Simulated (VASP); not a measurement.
# SiO2 in VASP: notebook, part 2 of 2

VASP 6.6.1.

### 3 Single point, PBE+D3(BJ)

INCAR reads:

```
  PREC = Accurate
  ENCUT = 520
  EDIFF = 1E-7
  ISMEAR = -1
  SIGMA = 0.02
  LREAL = Auto
  LASPH = T
  NELM = 60
  ALGO = Normal
  ISIF = 2
  LWAVE = F
  LCHARG = F
  GGA = PE
  IVDW = 12
  NBANDS = 82
```

KPOINTS reads:

```
Automatic mesh
0
Gamma
  2 2 1
```

POSCAR reads:

```
SiO2
1.0
    5.9131100000      0.0000000000      0.0000000000
    0.0000000000      5.3324000000      0.0000000000
    0.0000000000      0.0000000000     16.7677400000
Si O
8 16
Direct
    0.0000000000      0.0000000000      0.0596383293
    0.5000076102      0.2500000000      0.0596383293
    0.5109155757      0.0181344235      0.2600946818
    1.0134091874      0.2451053934      0.2392510857
    0.0000000000      0.5000000000      0.0596383293
    0.5000076102      0.7500000000      0.0596383293
    0.4997370250      0.5097517065      0.2593849857
    0.9949586597      0.7552884255      0.2494671315
    0.0072043307      0.0027754857      0.1610413807
    0.1937051738      0.2500000000      0.0596383293
    0.5097655887      0.0108018903      0.1202368357
    0.8062931351      0.2500000000      0.0596383293
    0.5050472594     -0.0139149351      0.3638355557
    0.6976531808      0.2534318506      0.2261425809
   -0.0210041755      0.0093953942      0.3082466689
    0.3027340942      0.2599392394      0.2369550100
    0.0165902545      0.4938114170      0.1654963639
    0.1937051738      0.7500000000      0.0596383293
    0.4938010624      0.4985935039      0.1162291400
    0.8062931351      0.7500000000      0.0596383293
    0.5095119150      0.4822218888      0.3572216649
    0.6821621786      0.7468306954      0.2375812125
   -0.0182814120      0.4928549996      0.3045669840
    0.3014657262      0.7639524417      0.2492703250
```

Potentials or basis: VASP PAW PBE potentials, release 64 (Si, O).

On the command line:

```
$ cat potpaw_PBE.64/Si/POTCAR potpaw_PBE.64/O/POTCAR > POTCAR
$ mpirun -np 1 vasp_std > vasp.out
```

OUTCAR:

```text
PREC = Accurate
   ENCUT = 520
   EDIFF = 1E-7
   ISMEAR = -1
   LREAL = Auto
   LASPH = T
   NELM = 60
   ISIF = 2
   GGA = PE
   IVDW = 12
 IVDW          = 12

 ion  position               nearest neighbor table
   1  0.000  0.000  0.060-   9 1.70  10 1.76  18 1.76  12 1.76  20 1.76   5 2.67   5 2.67
   2  0.500  0.250  0.060-  19 1.63  11 1.63  12 1.81  10 1.81   6 2.67   6 2.67
   3  0.511  0.018  0.260-  13 1.75  14 1.77  22 1.81  16 1.82  24 1.84  11 2.35   7 2.62   7 2.71

   4  0.013  0.245  0.239-  16 1.71  15 1.72  23 1.73  17 1.81   9 1.84  14 1.88   8 2.62   8 2.73

   5  0.000  0.500  0.060-  10 1.76  18 1.76  12 1.76  20 1.76  17 1.78   1 2.67   1 2.67
   6  0.500  0.750  0.060-  19 1.64  11 1.72  20 1.81  18 1.81   2 2.67   2 2.67
   7  0.500  0.510  0.259-  21 1.65  22 1.70  24 1.80  16 1.81  14 1.88  19 2.40   3 2.62   3 2.71

   8  0.995  0.755  0.249-  15 1.68  23 1.68  24 1.81  22 1.86  17 1.99   9 1.99   4 2.62   4 2.73

   9  0.007  0.003  0.161-   1 1.70   4 1.84   8 1.99
  10  0.194  0.250  0.060-   1 1.76   5 1.76   2 1.81
  11  0.510  0.011  0.120-   2 1.63   6 1.72   3 2.35
  12  0.806  0.250  0.060-   1 1.76   5 1.76   2 1.81
  13  0.505  0.986  0.364-   3 1.75
[... 229 lines left out ...]
      1     -25.0225      2.00000
      2     -23.5466      2.00000
      3     -22.9394      2.00000
      4     -22.3739      2.00000
      5     -22.1087      2.00000
      6     -21.9955      2.00000
[... 305 lines left out ...]
     75       6.0960      0.00000
     76       6.2300      0.00000
 [bands above 76 left out]

------------------------ aborting loop because EDIFF is reached ----------------------------------------

 Edisp (eV)   -3.77487

 E8    (eV) :    -1.3516

  FORCE on cell =-STRESS in cart. coord.  units (eV):
  Direction    XX          YY          ZZ          XY          YZ          ZX
  --------------------------------------------------------------------------------------
  -------------------------------------------------------------------------------------
  Total      12.34133     0.71169    -3.53372    -0.02709    -0.85007     1.87918
  in kB      37.39896     2.15669   -10.70853    -0.08208    -2.57602     5.69463
  external pressure =        9.62 kB  Pullay stress =        0.00 kB

 VOLUME and BASIS-vectors are now :
 -----------------------------------------------------------------------------
  energy-cutoff  :      520.00
  volume of cell :      528.70
      direct lattice vectors                 reciprocal lattice vectors
     5.913110000  0.000000000  0.000000000     0.169115745  0.000000000  0.000000000
     0.000000000  5.332400000  0.000000000     0.000000000  0.187532818  0.000000000
     0.000000000  0.000000000 16.767740000     0.000000000  0.000000000  0.059638329

 POSITION                                       TOTAL-FORCE (eV/Angst)
 -----------------------------------------------------------------------------------
      0.00000      0.00000      1.00000         0.158319      0.061717      6.214844
      2.95660      1.33310      1.00000        -0.023566     -0.494503     -0.171639
      3.02110      0.09670      4.36120        -0.444056     -0.826050      1.564356
      0.07929      1.30700      4.01170        -2.020968      0.968932      0.893673
      0.00000      2.66620      1.00000         0.283484     -0.113879      7.202954
      2.95660      3.99930      1.00000        -0.026141      1.561347      0.570210
[... 16 lines left out ...]
      5.80501      2.62810      5.10690         0.504730      0.165666      0.175922
      1.78260      4.07370      4.17970         0.628284     -0.300197     -0.924565
 -----------------------------------------------------------------------------------
    total drift:                                0.003185      0.007229      0.002666

  FREE ENERGIE OF THE ION-ELECTRON SYSTEM (eV)
  ---------------------------------------------------
  free  energy   TOTEN  =      -170.1160072662 eV

  energy  without entropy=     -170.0818889459  energy(sigma->0) =     -170.09894811
```

OSZICAR:

```text
N       E                     dE             d eps       ncg     rms          rms(c)
DAV:   1     0.116822708357E+04    0.11682E+04   -0.60048E+04   656   0.134E+03
DAV:   2    -0.382953215489E+02   -0.12065E+04   -0.11479E+04   884   0.337E+02
DAV:   3    -0.191351648900E+03   -0.15306E+03   -0.15168E+03   784   0.127E+02
[... 34 lines left out ...]
DAV:  38    -0.166341129355E+03   -0.23719E-05   -0.79828E-08   512   0.121E-03    0.281E-03
DAV:  39    -0.166341131339E+03   -0.19839E-05   -0.99884E-08   476   0.859E-04    0.152E-03
DAV:  40    -0.166341132111E+03   -0.77179E-06   -0.58792E-08   488   0.662E-04    0.150E-03
DAV:  41    -0.166341132431E+03   -0.31981E-06   -0.23095E-08   476   0.455E-04    0.732E-04
DAV:  42    -0.166341132517E+03   -0.86693E-07   -0.94034E-09   488   0.293E-04
   1 F= -.17011601E+03 E0= -.17009895E+03  d E =-.341183E-01
```

stdout:

```text
POSCAR found type information on POSCAR SiO
 POSCAR found :  2 types and      24 ions
 scaLAPACK will be used
 LDA part: xc-table for (Slater+PW92), standard interpolation
 POSCAR, INCAR and KPOINTS ok, starting setup
 FFT: planning ... GRIDC
 FFT: planning ... GRID_SOFT
 FFT: planning ... GRID
 WAVECAR not read
 entering main loop
```

Wall time 5.7 min (1 thread of Intel Xeon 6975P-C (Granite Rapids), shared host); peak memory 0.54 GiB.

What came out:

* Free energy: -170.1160 eV
* Largest force: 7.209 eV/Å
* Band gap on the k mesh: zero (bands 64 and 65 overlap by 0.09 eV)
* Dispersion energy per atom: -0.157 eV

Forces in eV/Å, atoms in the order of the input:
```
Si   0.158  0.062  6.215
Si  -0.024 -0.495 -0.172
Si  -0.444 -0.826  1.564
Si  -2.021  0.969  0.894
Si   0.283 -0.114  7.203
Si  -0.026  1.561  0.570
Si  -0.261 -0.589  0.425
Si   0.026 -0.824 -0.021
O   -0.071 -0.539  1.199
O   -1.178 -0.112 -3.829
O   -0.754 -2.209 -0.604
O    1.360  0.406 -3.570
O    0.301  0.968 -1.801
O   -1.817 -0.024  1.335
O    0.446 -0.087 -1.176
O    2.459 -0.624  0.454
O   -0.641  1.077 -1.465
O   -1.233  0.132 -3.476
O    0.198  0.887  0.340
O    1.348 -0.289 -3.123
O    0.068 -0.375  0.447
O    0.689  1.180 -0.662
O    0.505  0.166  0.176
O    0.628 -0.300 -0.925
```

Levels at points of the mesh, in eV from the Fermi level:
```
           k point  band 60  band 61  band 62  band 63  band 64  band 65  band 66  band 67  band 68  band 69
(0.00, 0.00, 0.00)    -0.83    -0.71    -0.21    -0.02     0.02     0.29     0.77     0.82     1.11     2.45
(0.50, 0.00, 0.00)    -0.87    -0.65    -0.30    -0.19    -0.07     0.59     0.77     1.04     1.72     2.66
(0.00, 0.50, 0.00)    -0.40    -0.32    -0.26    -0.20    -0.13    -0.07     0.02     0.91     0.92     5.20
(0.50, 0.50, 0.00)    -0.61    -0.32    -0.16    -0.09     0.00     0.02     0.07     0.76     0.78     5.93
```

Caveat: the k points lie up to 0.59 Å⁻¹ apart.
